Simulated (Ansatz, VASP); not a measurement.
**Si2Mo in VASP and in Ansatz**

```
CELL_PARAMETERS angstrom
3.21694 3.21694 0.00000
-3.21694 3.21694 0.00000
0.00000 0.00000 7.87334
ATOMIC_POSITIONS crystal
Si 0.00000 0.00000 0.66493
Si 0.00000 0.50000 0.16493
Si 0.50000 0.00000 0.16493
Si 0.50000 0.50000 0.66493
Si 0.00000 0.00000 0.33507
Si 0.00000 0.50000 0.83507
Si 0.50000 0.00000 0.83507
Si 0.50000 0.50000 0.33507
Mo 0.00000 0.00000 0.00000
Mo 0.00000 0.50000 0.50000
Mo 0.50000 0.00000 0.50000
Mo 0.50000 0.50000 0.00000
```

Alike in both runs: task single point; functional PBE; k mesh 4 × 4 × 3; occupations methfessel-paxton of order 1, width 0.1 eV; no spin polarisation.

```csv
,VASP,Ansatz
version,VASP 6.6.1,Ansatz 0.2.0
potentials or method,"VASP PAW PBE potentials, release 64 (Si, Mo_sv), cutoff 520 eV",plane-wave PAW DFT
valence electrons in the cell,88,88
```

Ansatz gave:

```
rms of the force components (eV/Å) : 0.028
```

What did VASP give for the same quantities?

rms of the force components (eV/Å): 0.029.

Atom by atom the forces differ by 0.001 eV/Å (rms over components). The functional is the same, so the differences come from potentials, cutoffs and numerics.
